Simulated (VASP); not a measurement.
**Pd: single point with PBE**

The system is Pd.

```
Pd
1.0
     0.00000    1.97347    1.97347
     1.97347    0.00000    1.97347
     1.97347    1.97347    0.00000
Pd
1
Direct
  0.00000 0.00000 0.00000
```

* Program: VASP 6.6.1
* Task: single point
* Functional: PBE
* Potentials or basis: VASP PAW PBE potentials, release 64 (Pd)
* Cutoff: 520 eV
* k mesh: 14 × 14 × 14
* Occupations: gaussian, width 0.01 eV
* Spin: no spin polarisation
* Dipole correction: no
* Further INCAR settings: ALGO = Normal; EDIFF = 1e-06; NBANDS = 11

| Item | Value |
| --- | --- |
| Pressure | -0.7 GPa |
| Band gap on the k mesh | zero (band 5 reaches 9.37 eV, above the bottom of band 6 at 7.89 eV) |

Levels at points of the mesh, in eV from the Fermi level:
```csv
k point,band 3,band 4,band 5,band 6,band 7,band 8
"(0.00, 0.00, 0.00)",-2.65,-2.65,-1.14,-1.14,17.17,21.71
"(0.50, 0.00, 0.00)",-2.69,-0.02,-0.02,1.11,7.00,16.51
"(0.50, 0.50, 0.00)",-0.05,0.27,0.27,3.36,10.36,12.99
```

It took 8.2 s on 1 thread of Intel Xeon 6975P-C, on a shared host, peak memory 0.15 GiB.
